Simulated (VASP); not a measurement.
# Ru (P6_3/mmc) in VASP: a series of runs

Ru is run at these levels: PBE; tasks: single point.

Program: VASP 6.6.1. These are calculated values, not measurements. Logs are shortened: lines on timing, memory, paths and dates and some standing lists are left out, and cuts for length are marked.

### Step 1. The cell of the first run

It takes space group P6_3/mmc (No. 194, hexagonal). The conventional cell has a = 2.682 Å, b = 2.682 Å, c = 4.243 Å, α = 90.00°, β = 90.00°, γ = 120.00°. Ru (site symmetry -6m2) has 12 Ru at 2.63 to 2.68 Å within 3.5 Å.

### Step 2. Single point, PBE

Contents of INCAR:

```
SYSTEM = Ru
PREC = Accurate
ENCUT = 520
EDIFF = 1E-6
ISMEAR = 1
SIGMA = 0.1
LREAL = .False.
LASPH = .True.
NELM = 100
ALGO = Normal
ISIF = 2
LWAVE = .False.
LCHARG = .True.
GGA = PE
LELF = .True.
LVHAR = .True.
NBANDS = 21
```

Contents of KPOINTS:

```
regular mesh
0
Gamma
  11 11 6
  0 0 0
```

Contents of POSCAR:

```
Ru
1.0
    2.6815314281      0.0000000000      0.0000000000
   -1.3407657141      2.3222747961      0.0000000000
    0.0000000000      0.0000000000      4.2434952406
Ru
2
Direct
    0.3333333333      0.6666666667      0.2500000000
    0.6666666667      0.3333333333      0.7500000000
```

Potentials or basis: VASP PAW PBE potentials, release 64 (Ru_pv).

Command:

```
> cat potpaw_PBE.64/Ru_pv/POTCAR > POTCAR
> mpirun -np 1 vasp_std > vasp.out
```

OUTCAR:

```text
SYSTEM = Ru
   PREC = Accurate
   ENCUT = 520
   EDIFF = 1E-6
   ISMEAR = 1
   LREAL = .False.
   LASPH = .True.
   NELM = 100
   ISIF = 2
   GGA = PE

 ion  position               nearest neighbor table
   1  0.333  0.667  0.250-   2 2.63   2 2.63   2 2.63   2 2.63   2 2.63   2 2.63
   2  0.667  0.333  0.750-   1 2.63   1 2.63   1 2.63   1 2.63   1 2.63   1 2.63

  LATTYP: Found a hexagonal cell.
 ALAT       =     2.6815314281
 C/A-ratio  =     1.5824894671

  Lattice vectors:

 A1 = (   2.6815314281,   0.0000000000,   0.0000000000)
 A2 = (  -1.3407657141,   2.3222747961,   0.0000000000)
 A3 = (   0.0000000000,   0.0000000000,   4.2434952406)

Analysis of symmetry for initial positions (statically):
=====================================================================
 Subroutine PRICEL returns:
 Original cell was already a primitive cell.

 Routine SETGRP: Setting up the symmetry group for a
 hexagonal supercell.

 Subroutine GETGRP returns: Found 24 space group operations
 (whereof 12 operations were pure point group operations)
 out of a pool of 24 trial point group operations.

The static configuration has the point symmetry D_3d.
 The point group associated with its full space group is D_6h.

Analysis of symmetry for dynamics (positions and initial velocities):
=====================================================================
 Subroutine PRICEL returns:
 Original cell was already a primitive cell.

 Routine SETGRP: Setting up the symmetry group for a
 hexagonal supercell.

 Subroutine GETGRP returns: Found 24 space group operations
 (whereof 12 operations were pure point group operations)
 out of a pool of 24 trial point group operations.

The dynamic configuration has the point symmetry D_3d.
 The point group associated with its full space group is D_6h.

 Subroutine INISYM returns: Found 24 space group operations
 (whereof 12 operations are pure point group operations),
 and found     1 'primitive' translations

----------------------------------------------------------------------------------------

                                     Primitive cell

  volume of cell :      26.4253

  direct lattice vectors                    reciprocal lattice vectors
     2.681531428  0.000000000  0.000000000     0.372921231  0.215306130  0.000000000
    -1.340765714  2.322274796  0.000000000     0.000000000  0.430612261  0.000000000
     0.000000000  0.000000000  4.243495241     0.000000000  0.000000000  0.235654795

  length of vectors
     2.681531428  2.681531825  4.243495241     0.430612324  0.430612261  0.235654795

  position of ions in fractional coordinates (direct lattice)
     0.333333333  0.666666667  0.250000000
     0.666666667  0.333333333  0.750000000

  ion indices of the primitive-cell ions
   primitive index   ion index
                 1           1
                 2           2

----------------------------------------------------------------------------------------

 KPOINTS: regular mesh

Automatic generation of k-mesh.
 Grid dimensions read from file:
 generate k-points for:   11   11    6

 Generating k-lattice:

  Cartesian coordinates                     Fractional coordinates (reciprocal lattice)
     0.033901930  0.019573285  0.000000000     0.090909091  0.000000000  0.000000000
     0.000000000  0.039146569  0.000000000     0.000000000  0.090909091  0.000000000
     0.000000000  0.000000000  0.039275799     0.000000000  0.000000000  0.166666667

  Length of vectors
     0.039146575  0.039146569  0.039275799

  Shift w.r.t. Gamma in fractional coordinates (k-lattice)
     0.000000000  0.000000000  0.000000000

 Subroutine IBZKPT returns following result:
 ===========================================

 Found     64 irreducible k-points:

 Following reciprocal coordinates:
            Coordinates               Weight
  0.000000  0.000000  0.000000      1.000000
  0.090909  0.000000  0.000000      6.000000
  0.181818 -0.000000  0.000000      6.000000
  0.272727 -0.000000  0.000000      6.000000
  0.363636  0.000000  0.000000      6.000000
  0.454545  0.000000  0.000000      6.000000
[... 16 lines left out ...]
  0.090909  0.090909  0.166667     12.000000
  0.181818  0.090909  0.166667     24.000000
 [... further k-points ...]
   k-points           NKPTS =     64   k-points in BZ     NKDIM =     64   number of bands    NBANDS=     21
   number of dos      NEDOS =    301   number of ions     NIONS =      2
   total plane-waves  NPLWV =  12800
   dimension x,y,z NGX =    20 NGY =   20 NGZ =   32
   dimension x,y,z NGXF=    40 NGYF=   40 NGZF=   64
   ions per type =               2
   NGX,Y,Z   is equivalent  to a cutoff of  12.40, 12.40, 12.54 a.u.
   NGXF,Y,Z  is equivalent  to a cutoff of  24.80, 24.80, 25.07 a.u.
 SYSTEM =  Ru
   PREC   = accura    normal or accurate (medium, high low for compatibility)
   ISTART =      0    job   : 0-new  1-cont  2-samecut
   ICHARG =      2    charge: 1-file 2-atom 10-const
   ISPIN  =      1    spin polarized calculation?
   LNONCOLLINEAR =      F non collinear calculations
   LSORBIT =      F    spin-orbit coupling
   LASPH  =      T    aspherical Exc in radial PAW
   ENCUT  =  520.0 eV  38.22 Ry    6.18 a.u.   4.99  4.99  7.89*2*pi/ulx,y,z
   NELM   =    100;   NELMIN=  2; NELMDL= -5     # of ELM steps
   EDIFF  = 0.1E-05   stopping-criterion for ELM
   LREAL  =      F    real-space projection
[... 7 lines left out ...]
   TEBEG  =    0.0;   TEEND  =   0.0 temperature during run
   PSTRESS=    0.0 pullay stress
   NELECT =      28.0000    total number of electrons
   NUPDOWN=      -1.0000    fix difference up-down
   EMIN   =  10.00;   EMAX   =-10.00  energy-range for DOS
   EFERMI =   0.00;   METHOD = LEGACY
   ISMEAR =     1;   SIGMA  =   0.10  broadening in eV -4-tet -1-fermi 0-gaus
   EFERMI_NEDOS =   21; number of points for ismear=-14 and -15
   IALGO  =     38    algorithm
   IMIX   =      4    mixing-type and parameters
     AMIX     =   0.40;   BMIX     =  1.00
     AMIX_MAG =   1.60;   BMIX_MAG =  1.00
  volume/ion in A,a.u.               =      13.21        89.16
  Fermi-wavevector in a.u.,A,eV,Ry     =   1.668991  3.153936 37.899468  2.785532
  Thomas-Fermi vector in A             =   2.754742
   LORBIT       =      0    0 simple, 1 ext, 2 COOP (PROOUT), +10 PAW based schemes
   GGA     = PE    functional components
   LHFCALC =     F    Hartree Fock is set to
   AEXX    =    0.0000 exact exchange contribution
   IVDW    =     0    specifies the selected vdW correction
   LEPSILON=     F    determine dielectric tensor
   LRPA    =     F    only Hartree local field effects (RPA)
 non-spin polarized calculation
 Methfessel and Paxton  Order N= 1 SIGMA  =   0.10
  energy-cutoff  :      520.00
  volume of cell :       26.43
 maximum number of plane-waves:       729
 NGX is ok and might be reduce to    20
   NGX =  9   NGY =  9   NGZ = 15

 number of electron      27.9999994 magnetization

 Free energy of the ion-electron system (eV)
  ---------------------------------------------------
  ext. energy  EPLUGINS =         0.00000000
  ---------------------------------------------------
  free energy    TOTEN  =       -18.40958732 eV

  energy without entropy =      -18.40942946  energy(sigma->0) =      -18.40953470

 E-fermi :  13.2723     XC(G=0): -14.2889

 val. band max:       13.2559555696   @ k =   0.2727  -0.0000   0.0000
 cond. band min:      13.2908849864   @ k =   0.2727   0.1818   0.1667
 fundamental gap:      0.0349294168
 Fermi energy:        13.2723252432

 k-point     1 :       0.0000    0.0000    0.0000
  band No.  band energies     occupation
      1     -30.4094      2.00000
      2     -29.3909      2.00000
      3     -29.3909      2.00000
      4     -29.2059      2.00000
      5     -29.2058      2.00000
      6     -29.1592      2.00000
[... 13 lines left out ...]
     20      23.7384      0.00000
     21      24.0161      0.00000

 k-point     2 :       0.0909    0.0000    0.0000
  band No.  band energies     occupation
      1     -30.3788      2.00000
      2     -29.4561      2.00000
      3     -29.4128      2.00000
      4     -29.2738      2.00000
      5     -29.2147      2.00000
      6     -29.1734      2.00000
[... 13 lines left out ...]
     20      23.7383      0.00000
     21      23.9693      0.00000

 k-point     3 :       0.1818   -0.0000    0.0000
  band No.  band energies     occupation
      1     -30.2918      2.00000
      2     -29.6311      2.00000
      3     -29.4694      2.00000
      4     -29.4514      2.00000
      5     -29.2404      2.00000
      6     -29.2163      2.00000
[... 13 lines left out ...]
     20      23.7383      0.00000
     21      23.8295      0.00000

 k-point     4 :       0.2727   -0.0000    0.0000
  band No.  band energies     occupation
      1     -30.1629      2.00000
      2     -29.8600      2.00000
      3     -29.6747      2.00000
      4     -29.5402      2.00000
      5     -29.2872      2.00000
      6     -29.2766      2.00000
[... 13 lines left out ...]
     20      23.7382      0.00000
     21      23.7544      0.00000

 k-point     5 :       0.3636    0.0000    0.0000
  band No.  band energies     occupation
      1     -30.0696      2.00000
      2     -30.0172      2.00000
      3     -29.8716      2.00000
      4     -29.6027      2.00000
      5     -29.3792      2.00000
      6     -29.3115      2.00000
[... 13 lines left out ...]
     20      23.7384      0.00000
     21      23.7567      0.00000
[... 382 lines left out ...]
     20      23.7381      0.00000
     21      24.7473      0.00000

 k-point    22 :       0.4545    0.0000    0.1667
  band No.  band energies     occupation
      1     -30.2551      2.00000
      2     -30.0558      2.00000
      3     -29.7925      2.00000
      4     -29.6189      2.00000
      5     -29.4353      2.00000
      6     -29.3538      2.00000
[... 13 lines left out ...]
     20      23.7374      0.00000
     21      24.1967      0.00000

 k-point    23 :       0.0909    0.0909    0.1667
  band No.  band energies     occupation
      1     -30.2585      2.00000
      2     -29.5400      2.00000
      3     -29.4917      2.00000
      4     -29.4069      2.00000
      5     -29.2569      2.00000
      6     -29.2310      2.00000
[... 13 lines left out ...]
     20      23.7383      0.00000
     21      25.2747      0.00000

 k-point    24 :       0.1818    0.0909    0.1667
  band No.  band energies     occupation
      1     -30.1825      2.00000
      2     -29.7156      2.00000
      3     -29.6626      2.00000
      4     -29.4918      2.00000
      5     -29.3064      2.00000
      6     -29.2686      2.00000
[... 13 lines left out ...]
     20      23.7382      0.00000
     21      25.3670      0.00000

 [... further k-points ...]

------------------------ aborting loop because EDIFF is reached ----------------------------------------

  FORCE on cell =-STRESS in cart. coord.  units (eV):
  Direction    XX          YY          ZZ          XY          YZ          ZX
  --------------------------------------------------------------------------------------
  -------------------------------------------------------------------------------------
  Total        2.2914079      2.2914088      2.3762511     -0.0000000      0.0000000     -0.0000000
  in kB      138.9289546    138.9290094    144.0730289     -0.0000000      0.0000000     -0.0000000
  external PRESSURE =     140.6436643 kB  Pullay stress =       0.0000000 kB

 VOLUME and BASIS-vectors are now :
 -----------------------------------------------------------------------------
  energy-cutoff  :      520.00
  volume of cell :       26.43
      direct lattice vectors                 reciprocal lattice vectors
     2.681531428  0.000000000  0.000000000     0.372921231  0.215306130  0.000000000
    -1.340765714  2.322274796  0.000000000     0.000000000  0.430612261  0.000000000
     0.000000000  0.000000000  4.243495241     0.000000000  0.000000000  0.235654795

 POSITION                                       TOTAL-FORCE (eV/Angst)
 -----------------------------------------------------------------------------------
     -0.00000      1.54818      1.06087         0.000000     -0.000000      0.000000
      1.34077      0.77409      3.18262        -0.000000      0.000000      0.000000
 -----------------------------------------------------------------------------------
    total drift:                               -0.000000      0.000000     -0.000000

  FREE ENERGIE OF THE ION-ELECTRON SYSTEM (eV)
  ---------------------------------------------------
  free  energy   TOTEN  =       -18.4095873211 eV

  energy  without entropy=      -18.4094294552  energy(sigma->0) =      -18.40953470
```

Run time: 49 s. Hardware: 1 thread of Intel Xeon 8259CL, shared host; peak memory 0.15 GiB.

What came out:

| Item | Value |
| --- | --- |
| Free energy | -18.4096 eV |
| Pressure | 14.1 GPa |
| Band gap on the k mesh | zero (band 14 reaches 14.91 eV, above the bottom of band 15 at 11.71 eV) |

Stress tensor (GPa, compression positive):
```
13.89  0.00  0.00
 0.00 13.89  0.00
 0.00  0.00 14.41
```

### Step 3. Single point, PBE

This run uses another cell than the first one, of 13.57 Å³/atom, 1.027 times its volume.

Contents of INCAR:

```
SYSTEM = Ru
PREC     = Accurate       ! precision mode
ENCUT    = 520            ! plane-wave cutoff, eV
EDIFF    = 1E-7           ! SCF threshold, eV
ISMEAR   = 1              ! smearing method
SIGMA    = 0.1            ! smearing width, eV
LREAL    = .FALSE.        ! projectors in reciprocal space
LASPH    = .TRUE.         ! aspherical terms in the spheres
NELM     = 60             ! most SCF steps
ALGO     = Normal         ! electronic algorithm
ISIF     = 2              ! what is computed and relaxed
LWAVE    = .FALSE.        ! write WAVECAR
LCHARG   = .TRUE.         ! write CHGCAR
GGA      = PE             ! functional
LELF     = .TRUE.         ! ELF
LVHAR    = .TRUE.       
NBANDS   = 21             ! bands
```

Contents of KPOINTS:

```
regular mesh
0
G
  11 11 6
  0 0 0
```

Contents of POSCAR:

```
Ru
1.0
    2.7058000000      0.0000000000      0.0000000000
   -1.3529000000      2.3432920000      0.0000000000
    0.0000000000      0.0000000000      4.2819000000
Ru
2
Direct
    0.3333333333      0.6666666667      0.2500000000
    0.6666666667      0.3333333333      0.7500000000
```

Potentials or basis: VASP PAW PBE potentials, release 64 (Ru_pv).

Command:

```
> cat potpaw_PBE.64/Ru_pv/POTCAR > POTCAR
> mpirun -np 1 vasp_std > vasp.out
```

It took 56 s on 1 thread of Intel Xeon 8259CL, shared host; peak memory 0.15 GiB.

It converged, with:

```
Free energy            : -18.4513 eV
Pressure               : 4.4 GPa
Band gap on the k mesh : zero (band 14 reaches 14.34 eV, above the bottom of band 15 at 11.27 eV)
```

Stress tensor (GPa, compression positive):
```
4.45 0.00 0.00
0.00 4.45 0.00
0.00 0.00 4.34
```

Levels at points of the mesh, in eV from the Fermi level:
| k point | band 12 | band 13 | band 14 | band 15 | band 16 | band 17 |
| --- | --- | --- | --- | --- | --- | --- |
| (0.00, 0.00, 0.00) | -1.84 | -1.84 | -1.32 | -1.32 | 1.26 | 1.26 |
| (0.00, 0.00, 0.50) | -2.69 | -2.64 | -2.64 | 0.62 | 0.62 | 0.62 |
